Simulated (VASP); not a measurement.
# CsBr (Pm-3m) in VASP: further runs

The runs below take CsBr through single point, relaxation of cell and atoms, with PBEsol.

All numbers are computed with VASP 6.6.1; they aren't measurements. Logs are shortened: lines on timing, memory, paths and dates and some standing lists are left out, and cuts for length are marked.

**1. The cell of the first run**

The structure is cubic, space group Pm-3m (No. 221). Conventional cell: a = 4.166 Å, b = 4.166 Å, c = 4.166 Å, α = 90.00°, β = 90.00°, γ = 90.00°. Cs (site symmetry m-3m) has 8 Br at 3.61 Å and 6 Cs at 4.17 Å within 4.7 Å. Br (site symmetry m-3m) has 8 Cs at 3.61 Å and 6 Br at 4.17 Å within 4.7 Å.

**2. Single point, PBEsol**

Contents of INCAR:

```
PREC = Accurate
ENCUT = 500
EDIFF = 1E-6
ISMEAR = 0
SIGMA = 0.01
LREAL = F
LASPH = T
NELM = 120
ALGO = Normal
ISIF = 2
LWAVE = F
LCHARG = F
GGA = PS
NBANDS = 15
GGA_COMPAT = F
```

Contents of KPOINTS:

```
Automatic mesh
0
Gamma
  6 6 6
```

Contents of POSCAR:

```
CsBr
1.0
    4.1656280334      0.0000000000      0.0000000000
    0.0000000000      4.1656280334      0.0000000000
    0.0000000000      0.0000000000      4.1656280334
Cs Br
1 1
Direct
    0.0000000000      0.0000000000      0.0000000000
    0.5000000000      0.5000000000      0.5000000000
```

Potentials or basis: VASP PAW PBE potentials, release 64 (Cs_sv, Br).

Launch:

```sh
> cat potpaw_PBE.64/Cs_sv/POTCAR potpaw_PBE.64/Br/POTCAR > POTCAR
> mpirun -np 1 vasp_std > vasp.out
```

OUTCAR:

```text
PREC = Accurate
   ENCUT = 500
   EDIFF = 1E-6
   ISMEAR = 0
   LREAL = F
   LASPH = T
   NELM = 120
   ISIF = 2
   GGA = PS

 ion  position               nearest neighbor table
   1  0.000  0.000  0.000-
   2  0.500  0.500  0.500-

  LATTYP: Found a simple cubic cell.
 ALAT       =     4.1656280334

  Lattice vectors:

 A1 = (   4.1656280334,   0.0000000000,   0.0000000000)
 A2 = (   0.0000000000,   4.1656280334,   0.0000000000)
 A3 = (   0.0000000000,   0.0000000000,   4.1656280334)

Analysis of symmetry for initial positions (statically):
=====================================================================
 Subroutine PRICEL returns:
 Original cell was already a primitive cell.

 Routine SETGRP: Setting up the symmetry group for a
 simple cubic supercell.

 Subroutine GETGRP returns: Found 48 space group operations
 (whereof 48 operations were pure point group operations)
 out of a pool of 48 trial point group operations.

The static configuration has the point symmetry O_h .

Analysis of symmetry for dynamics (positions and initial velocities):
=====================================================================
 Subroutine PRICEL returns:
 Original cell was already a primitive cell.

 Routine SETGRP: Setting up the symmetry group for a
 simple cubic supercell.

 Subroutine GETGRP returns: Found 48 space group operations
 (whereof 48 operations were pure point group operations)
 out of a pool of 48 trial point group operations.

The dynamic configuration has the point symmetry O_h .

 Subroutine INISYM returns: Found 48 space group operations
 (whereof 48 operations are pure point group operations),
 and found     1 'primitive' translations

----------------------------------------------------------------------------------------

                                     Primitive cell

  volume of cell :      72.2839

  direct lattice vectors                    reciprocal lattice vectors
     4.165628033  0.000000000  0.000000000     0.240059840  0.000000000  0.000000000
     0.000000000  4.165628033  0.000000000     0.000000000  0.240059840  0.000000000
     0.000000000  0.000000000  4.165628033     0.000000000  0.000000000  0.240059840

  length of vectors
     4.165628033  4.165628033  4.165628033     0.240059840  0.240059840  0.240059840

  position of ions in fractional coordinates (direct lattice)
     0.000000000  0.000000000  0.000000000
     0.500000000  0.500000000  0.500000000

  ion indices of the primitive-cell ions
   primitive index   ion index
                 1           1
                 2           2

----------------------------------------------------------------------------------------

 KPOINTS: Automatic mesh

Automatic generation of k-mesh.
 Grid dimensions read from file:
 generate k-points for:    6    6    6

 Generating k-lattice:

  Cartesian coordinates                     Fractional coordinates (reciprocal lattice)
     0.040009973  0.000000000  0.000000000     0.166666667  0.000000000  0.000000000
     0.000000000  0.040009973  0.000000000     0.000000000  0.166666667  0.000000000
     0.000000000  0.000000000  0.040009973     0.000000000  0.000000000  0.166666667

  Length of vectors
     0.040009973  0.040009973  0.040009973

  Shift w.r.t. Gamma in fractional coordinates (k-lattice)
     0.000000000  0.000000000  0.000000000

 Subroutine IBZKPT returns following result:
 ===========================================

 Found     20 irreducible k-points:

 Following reciprocal coordinates:
            Coordinates               Weight
  0.000000  0.000000  0.000000      1.000000
  0.166667  0.000000  0.000000      6.000000
  0.333333  0.000000  0.000000      6.000000
  0.500000  0.000000  0.000000      3.000000
  0.166667  0.166667  0.000000     12.000000
  0.333333  0.166667  0.000000     24.000000
[... 12 lines left out ...]
  0.500000  0.500000  0.333333      6.000000
  0.500000  0.500000  0.500000      1.000000
   k-points           NKPTS =     20   k-points in BZ     NKDIM =     20   number of bands    NBANDS=     15
   number of dos      NEDOS =    301   number of ions     NIONS =      2
   total plane-waves  NPLWV =  27000
   dimension x,y,z NGX =    30 NGY =   30 NGZ =   30
   dimension x,y,z NGXF=    60 NGYF=   60 NGZF=   60
   ions per type =               1   1
   NGX,Y,Z   is equivalent  to a cutoff of  11.97, 11.97, 11.97 a.u.
   NGXF,Y,Z  is equivalent  to a cutoff of  23.95, 23.95, 23.95 a.u.
 SYSTEM =  unknown system
   PREC   = accura    normal or accurate (medium, high low for compatibility)
   ISTART =      0    job   : 0-new  1-cont  2-samecut
   ICHARG =      2    charge: 1-file 2-atom 10-const
   ISPIN  =      1    spin polarized calculation?
   LNONCOLLINEAR =      F non collinear calculations
   LSORBIT =      F    spin-orbit coupling
   LASPH  =      T    aspherical Exc in radial PAW
   ENCUT  =  500.0 eV  36.75 Ry    6.06 a.u.   7.59  7.59  7.59*2*pi/ulx,y,z
   NELM   =    120;   NELMIN=  2; NELMDL= -5     # of ELM steps
   EDIFF  = 0.1E-05   stopping-criterion for ELM
   LREAL  =      F    real-space projection
   EDIFFG = 0.1E-04   stopping-criterion for IOM
   NSW    =      0    number of steps for IOM
   IBRION =     -1    ionic relax: 0-MD 1-quasi-New 2-CG
   NFREE  =      0    steps in history (QN), initial steepest desc. (CG)
   ISIF   =      2    stress and relaxation
   ISYM   =      2    0-nonsym 1-usesym 2-fastsym
   POTIM  = 0.5000    time-step for ionic-motion
   TEBEG  =    0.0;   TEEND  =   0.0 temperature during run
   PSTRESS=    0.0 pullay stress
   NELECT =      16.0000    total number of electrons
   NUPDOWN=      -1.0000    fix difference up-down
   EMIN   =  10.00;   EMAX   =-10.00  energy-range for DOS
   EFERMI =   0.00;   METHOD = LEGACY
   ISMEAR =     0;   SIGMA  =   0.01  broadening in eV -4-tet -1-fermi 0-gaus
   EFERMI_NEDOS =   21; number of points for ismear=-14 and -15
   IALGO  =     38    algorithm
   IMIX   =      4    mixing-type and parameters
     AMIX     =   0.40;   BMIX     =  1.00
     AMIX_MAG =   1.60;   BMIX_MAG =  1.00
  volume/ion in A,a.u.               =      36.14       243.90
  Fermi-wavevector in a.u.,A,eV,Ry     =   0.990302  1.871399 13.343208  0.980698
  Thomas-Fermi vector in A             =   2.121963
   LORBIT       =      0    0 simple, 1 ext, 2 COOP (PROOUT), +10 PAW based schemes
   GGA     = PS    functional components
   LHFCALC =     F    Hartree Fock is set to
   AEXX    =    0.0000 exact exchange contribution
   IVDW    =     0    specifies the selected vdW correction
   LEPSILON=     F    determine dielectric tensor
   LRPA    =     F    only Hartree local field effects (RPA)
 non-spin polarized calculation
 Gauss-broadening in eV      SIGMA  =   0.01
  energy-cutoff  :      500.00
  volume of cell :       72.28
 maximum number of plane-waves:      1856
   NGX = 15   NGY = 15   NGZ = 15

 number of electron      16.0000001 magnetization

 Free energy of the ion-electron system (eV)
  ---------------------------------------------------
  ext. energy  EPLUGINS =         0.00000000
  ---------------------------------------------------
  free energy    TOTEN  =        -6.33304960 eV

  energy without entropy =       -6.33304960  energy(sigma->0) =       -6.33304960

 E-fermi :   0.1367     XC(G=0):  -8.6721

 val. band max:        0.0655750713   @ k =   0.0000   0.0000   0.0000
 cond. band min:       4.7132085398   @ k =   0.0000   0.0000   0.0000
 fundamental gap:      4.6476334685
 Fermi energy:         0.1366912252

 k-point     1 :       0.0000    0.0000    0.0000
  band No.  band energies     occupation
      1     -19.6141      2.00000
      2     -12.4587      2.00000
      3      -6.1493      2.00000
      4      -6.1493      2.00000
      5      -6.1493      2.00000
      6       0.0656      2.00000
      7       0.0656      2.00000
      8       0.0656      2.00000
      9       4.7132      0.00000
     10       4.7191      0.00000
     11       4.7191      0.00000
     12       9.4071      0.00000
     13       9.4071      0.00000
     14       9.4071      0.00000
     15      12.3958      0.00000

 k-point     2 :       0.1667    0.0000    0.0000
  band No.  band energies     occupation
      1     -19.5943      2.00000
      2     -12.4691      2.00000
      3      -6.2778      2.00000
      4      -6.1122      2.00000
      5      -6.1122      2.00000
      6      -0.4339      2.00000
      7      -0.0086      2.00000
      8      -0.0086      2.00000
      9       4.9151      0.00000
     10       5.4088      0.00000
     11       5.4656      0.00000
     12       9.2455      0.00000
     13       9.2455      0.00000
     14       9.5696      0.00000
     15      10.8368      0.00000

 k-point     3 :       0.3333    0.0000    0.0000
  band No.  band energies     occupation
      1     -19.5541      2.00000
      2     -12.4933      2.00000
      3      -6.5014      2.00000
      4      -6.0353      2.00000
      5      -6.0353      2.00000
      6      -1.2010      2.00000
      7      -0.1626      2.00000
      8      -0.1626      2.00000
      9       5.4427      0.00000
     10       6.8711      0.00000
     11       7.0684      0.00000
     12       9.0512      0.00000
     13       9.1509      0.00000
     14       9.1509      0.00000
     15       9.9796      0.00000
[... 271 lines left out ...]
 k-point    19 :       0.5000    0.5000    0.3333
  band No.  band energies     occupation
      1     -19.4216      2.00000
      2     -12.2625      2.00000
      3      -6.7295      2.00000
      4      -6.7295      2.00000
      5      -6.4844      2.00000
      6      -1.1940      2.00000
      7      -1.1940      2.00000
      8      -1.1124      2.00000
      9       7.8599      0.00000
     10       7.9033      0.00000
     11       8.0900      0.00000
     12       8.0900      0.00000
     13      10.3392      0.00000
     14      10.3392      0.00000
     15      11.9598      0.00000

 k-point    20 :       0.5000    0.5000    0.5000
  band No.  band energies     occupation
      1     -19.4061      2.00000
      2     -12.2357      2.00000
      3      -6.6570      2.00000
      4      -6.6570      2.00000
      5      -6.6570      2.00000
      6      -1.4003      2.00000
      7      -1.4003      2.00000
      8      -1.4003      2.00000
      9       8.7253      0.00000
     10       8.7253      0.00000
     11       8.7253      0.00000
     12       9.5192      0.00000
     13       9.5192      0.00000
     14       9.5192      0.00000
     15      12.0244      0.00000

------------------------ aborting loop because EDIFF is reached ----------------------------------------

  FORCE on cell =-STRESS in cart. coord.  units (eV):
  Direction    XX          YY          ZZ          XY          YZ          ZX
  --------------------------------------------------------------------------------------
  -------------------------------------------------------------------------------------
  Total        0.4864892      0.4864892      0.4864892     -0.0000000     -0.0000000      0.0000000
  in kB       10.7830672     10.7830672     10.7830672     -0.0000000     -0.0000000      0.0000000
  external PRESSURE =      10.7830672 kB  Pullay stress =       0.0000000 kB

 VOLUME and BASIS-vectors are now :
 -----------------------------------------------------------------------------
  energy-cutoff  :      500.00
  volume of cell :       72.28
      direct lattice vectors                 reciprocal lattice vectors
     4.165628033  0.000000000  0.000000000     0.240059840  0.000000000  0.000000000
     0.000000000  4.165628033  0.000000000     0.000000000  0.240059840  0.000000000
     0.000000000  0.000000000  4.165628033     0.000000000  0.000000000  0.240059840

 POSITION                                       TOTAL-FORCE (eV/Angst)
 -----------------------------------------------------------------------------------
      0.00000      0.00000      0.00000         0.000000      0.000000      0.000000
      2.08281      2.08281      2.08281         0.000000      0.000000      0.000000
 -----------------------------------------------------------------------------------
    total drift:                                0.000000      0.000000     -0.000000

  FREE ENERGIE OF THE ION-ELECTRON SYSTEM (eV)
  ---------------------------------------------------
  free  energy   TOTEN  =        -6.3330496023 eV

  energy  without entropy=       -6.3330496023  energy(sigma->0) =       -6.33304960
```

Wall time 9.5 s (1 thread of AMD EPYC 9R45 (Zen 5), shared host); peak memory 0.14 GiB.

What came out:

```
Free energy            : -6.3330 eV
Pressure               : 1.1 GPa
Band gap on the k mesh : 4.65 eV, direct
```

Levels at points of the mesh, in eV from the valence-band top:
```csv
k point,band 4,band 5,band 6,band 7,band 8,band 9,band 10,band 11,band 12,band 13
"(0.00, 0.00, 0.00)",-6.21,-6.21,0.00,0.00,0.00,4.65,4.65,4.65,9.34,9.34
"(0.50, 0.00, 0.00)",-6.06,-6.06,-1.59,-0.31,-0.31,5.80,7.61,8.08,8.13,9.17
"(0.50, 0.50, 0.00)",-6.99,-5.97,-0.62,-0.62,-0.05,5.15,5.40,7.20,7.20,11.68
"(0.50, 0.50, 0.50)",-6.72,-6.72,-1.47,-1.47,-1.47,8.66,8.66,8.66,9.45,9.45
```

Caveat: the PAW data sets were made with another functional, which shifts forces and pressure a little; spin-orbit coupling is left out, which moves the levels of the heavy elements. A k mesh can miss the band edges.

**3. Relaxation of cell and atoms, PBEsol, target pressure 1 GPa, at which the enthalpy is minimised**

This run uses another cell than the first one, of 38.12 Å³/atom, 1.055 times its volume.

Contents of INCAR:

```
SYSTEM = CsBr
PREC = Accurate
ENCUT = 500
EDIFF = 1E-7
ISMEAR = 0
SIGMA = 0.01
LREAL = .FALSE.
LASPH = .TRUE.
NELM = 120
ALGO = Normal
ISIF = 3
LWAVE = .FALSE.
LCHARG = .FALSE.
GGA = PS
IBRION = 2
NSW = 100
EDIFFG = -0.002
PSTRESS = 10.0
GGA_COMPAT = .FALSE.
NELMIN = 4
```

Contents of KPOINTS:

```
Automatic mesh
0
G
  6 6 6
  0 0 0
```

Contents of POSCAR:

```
CsBr
1.0
    4.2401757303      0.0000000000      0.0000000000
    0.0000000000      4.2401757303      0.0000000000
    0.0000000000      0.0000000000      4.2401757303
Cs Br
1 1
Direct
    0.0000000000      0.0000000000      0.0000000000
    0.5000000000      0.5000000000      0.5000000000
```

Potentials or basis: VASP PAW PBE potentials, release 64 (Cs_sv, Br).

Launch:

```sh
> cat potpaw_PBE.64/Cs_sv/POTCAR potpaw_PBE.64/Br/POTCAR > POTCAR
> mpirun -np 1 vasp_std > vasp.out
```

Wall time 26 s (1 thread of AMD EPYC 9R45 (Zen 5), shared host); peak memory 0.16 GiB.

It converged, with:

* Free energy: -6.3352 eV
* Relaxed volume: 36.28 Å³/atom
* Relaxed cell: a = 4.171 Å, b = 4.171 Å, c = 4.171 Å, α = 90.00°, β = 90.00°, γ = 90.00°
* Space group after relaxing (to 0.05 Å): Pm-3m (No. 221)
* Energy change on relaxing (the enthalpy is what falls): +5.9 meV/atom
* Ionic steps: 5
* Pressure after relaxing: 1.0 GPa
* Band gap on the k mesh: 4.63 eV, direct

Step by step:
| step | energy change (eV) | largest force (eV/Å) | pressure (GPa) | volume (Å³) |
| --- | --- | --- | --- | --- |
| 1 | 0.0000 | 0.0000 | 0.09 | 76.23 |
| 2 | 0.0053 | 0.0000 | 0.64 | 73.86 |
| 3 | 0.0116 | 0.0000 | 0.99 | 72.60 |
| 4 | 0.0121 | 0.0000 | 1.01 | 72.53 |
| 5 | 0.0119 | 0.0000 | 1.00 | 72.56 |

Final structure:
```cif
data_structure
_symmetry_space_group_name_H-M 'P 1'
_symmetry_Int_Tables_number 1
_cell_length_a 4.1709
_cell_length_b 4.1709
_cell_length_c 4.1709
_cell_angle_alpha 90.000
_cell_angle_beta 90.000
_cell_angle_gamma 90.000
_cell_volume 72.56
loop_
_atom_site_label
_atom_site_type_symbol
_atom_site_fract_x
_atom_site_fract_y
_atom_site_fract_z
_atom_site_occupancy
Cs1 Cs 0.00000 0.00000 0.00000 1
Br1 Br 0.50000 0.50000 0.50000 1
```

Levels at points of the mesh, in eV from the valence-band top:
```
           k point  band 4  band 5  band 6  band 7  band 8  band 9  band 10  band 11  band 12
(0.00, 0.00, 0.00)   -6.22   -6.22    0.00    0.00    0.00    4.63     4.66     4.66     9.33
(0.50, 0.00, 0.00)   -6.07   -6.07   -1.58   -0.30   -0.30    5.80     7.59     8.06     8.13
(0.50, 0.50, 0.00)   -6.99   -5.98   -0.62   -0.62   -0.04    5.15     5.40     7.20     7.20
(0.50, 0.50, 0.50)   -6.72   -6.72   -1.45   -1.45   -1.45    8.64     8.64     8.64     9.43
```

Caveat: the cell is relaxed towards a set pressure, so the enthalpy falls and the energy may rise; the PAW data sets were made with another functional, which shifts forces and pressure a little; spin-orbit coupling is left out, which moves the levels of the heavy elements. PBEsol gaps usually lie below the measured ones, often by a third to a half.

**4. Relaxation of cell and atoms, PBEsol, target pressure 2 GPa, at which the enthalpy is minimised**

This run uses another cell than the first one, of 38.12 Å³/atom, 1.055 times its volume.

Contents of INCAR:

```
PREC = Accurate
ENCUT = 500
EDIFF = 1E-7
ISMEAR = 0
SIGMA = 0.01
LREAL = F
LASPH = T
NELM = 120
ALGO = Normal
ISIF = 3
LWAVE = F
LCHARG = F
GGA = PS
IBRION = 2
NSW = 100
EDIFFG = -0.002
PSTRESS = 20.0
GGA_COMPAT = F
NELMIN = 4
```

Contents of KPOINTS:

```
regular mesh
0
Gamma
  6 6 6
```

POSCAR is that of step 3.

Launch:

```sh
> cat potpaw_PBE.64/Cs_sv/POTCAR potpaw_PBE.64/Br/POTCAR > POTCAR
> mpirun -np 1 vasp_std > vasp.out
```

Wall time 28 s (1 thread of AMD EPYC 9R45 (Zen 5), shared host); peak memory 0.16 GiB.

The run converged. Its results:

```yaml
Free_energy: -6.3071 eV
Relaxed_volume: 34.76 Å³/atom
Relaxed_cell: a = 4.112 Å, b = 4.112 Å, c = 4.112 Å, α = 90.00°, β = 90.00°, γ = 90.00°
Space_group_after_relaxing_to_0.05_Å: Pm-3m (No. 221)
Energy_change_on_relaxing_the_enthalpy_is_what_falls: +20.0 meV/atom
Ionic_steps: 5
Pressure_after_relaxing: 2.0 GPa
Band_gap_on_the_k_mesh: 4.57 eV, direct
```

The path:
```
step  energy change (eV)  largest force (eV/Å)  pressure (GPa)  volume (Å³)
   1              0.0000                0.0000            0.09        76.23
   2              0.0211                0.0000            1.38        71.32
   3              0.0390                0.0000            1.98        69.60
   4              0.0406                0.0000            2.02        69.47
   5              0.0400                0.0000            2.00        69.51
```

Final structure:
```yaml
crystal:
  lattice:
    - [4.11168, 0.00000, 0.00000]
    - [0.00000, 4.11168, 0.00000]
    - [0.00000, 0.00000, 4.11168]
  atoms:
    - { symbol: Cs, position: [0.00000, 0.00000, 0.00000] }
    - { symbol: Br, position: [0.50000, 0.50000, 0.50000] }
```

Levels at points of the mesh, in eV from the valence-band top:
| k point | band 5 | band 6 | band 7 | band 8 | band 9 | band 10 | band 11 | band 12 |
| --- | --- | --- | --- | --- | --- | --- | --- | --- |
| (0.00, 0.00, 0.00) | -6.18 | 0.00 | 0.00 | 0.00 | 4.57 | 4.57 | 4.81 | 9.44 |
| (0.50, 0.00, 0.00) | -6.00 | -1.70 | -0.36 | -0.36 | 5.77 | 7.79 | 8.09 | 8.31 |
| (0.50, 0.50, 0.00) | -5.90 | -0.63 | -0.63 | -0.07 | 5.14 | 5.40 | 7.20 | 7.20 |
| (0.50, 0.50, 0.50) | -6.73 | -1.60 | -1.60 | -1.60 | 8.85 | 8.85 | 8.85 | 9.65 |

Caveat: the cell is relaxed towards a set pressure, so the enthalpy falls and the energy may rise; the PAW data sets were made with another functional, which shifts forces and pressure a little; spin-orbit coupling is left out, which moves the levels of the heavy elements. A k mesh can miss the band edges.

[end of part 1 of 2]
